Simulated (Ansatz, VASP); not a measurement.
One calculation of In3Se, two programs

File INCAR:

```
SYSTEM = In3Se
PREC = Accurate ; ENCUT = 520
EDIFF = 1E-7 ; ISMEAR = 0
SIGMA = 0.15 ; LREAL = .False.
LASPH = .True. ; NELM = 100
ALGO = Normal ; ISIF = 2
LWAVE = .False. ; LCHARG = .True.
GGA = PE ; IVDW = 12
LELF = .True. ; LVHAR = .True.
NBANDS = 30
```

The input KPOINTS:

```
Automatic mesh
0
Gamma
  10 10 10
  0 0 0
```

File POSCAR:

```
In3Se
1.0
    4.5598699727      0.0000000000      0.0000000000
    0.0000000000      4.7008968791      0.0000000000
    0.0000000000      0.0000000000      4.7008968791
In Se
3 1
Direct
    0.0000000000      0.5000000000      0.5000000000
    0.5000000000      0.0000000000      0.5000000000
    0.5000000000      0.5000000000      0.0000000000
    0.0000000000      0.0000000000      0.0000000000
```

Input for Ansatz:

```yaml
crystal:
  lattice:
    - [4.5598699628, 0.0, 0.0]
    - [0.0, 4.7008968689, 0.0]
    - [0.0, 0.0, 4.7008968689]
  atoms:
    - { symbol: In, position: [0.0, 0.5, 0.5] }
    - { symbol: In, position: [0.5, 0.0, 0.5] }
    - { symbol: In, position: [0.5, 0.5, 0.0] }
    - { symbol: Se, position: [0.0, 0.0, 0.0] }
basis:
  ecutwfc: 420
kpoints:
  mp_grid: { grid: [10, 10, 10] }
hamiltonian:
  xc: pbe
  dispersion: d3bj
scf:
  occupations: { method: gaussian, width: 0.15 }
output:
  forces: true
  stress: true
  eigenvalues: true
```

Change from the starting cell: strain -0.0300 x Voigt [1, 0, 0, 0, 0, 0], atoms carried along.

Alike in both runs: task single point; functional PBE; dispersion D3(BJ); k mesh 10 × 10 × 10; occupations gaussian, width 0.15 eV; no spin polarisation.

|  | VASP | Ansatz |
| --- | --- | --- |
| version | VASP 6.6.1 | Ansatz 0.2.0 |
| potentials or method | VASP PAW PBE potentials, release 64 (In_d, Se), cutoff 520 eV | scalar-relativistic, plane waves, PAW |
| valence electrons in the cell | 45 | 55 |

|  | VASP | Ansatz | Ansatz less VASP |
| --- | --- | --- | --- |
| gap on the k mesh at the Fermi level (eV) | none | none | - |
| pressure (GPa) | 1.3 | 1.3 | +0.02 |

A gap of «none» marks a metal or a gap that the smearing closes. VASP's potentials hold 45 valence electrons a cell and Ansatz's 55, so a difference there can come from the potentials and not from the codes.
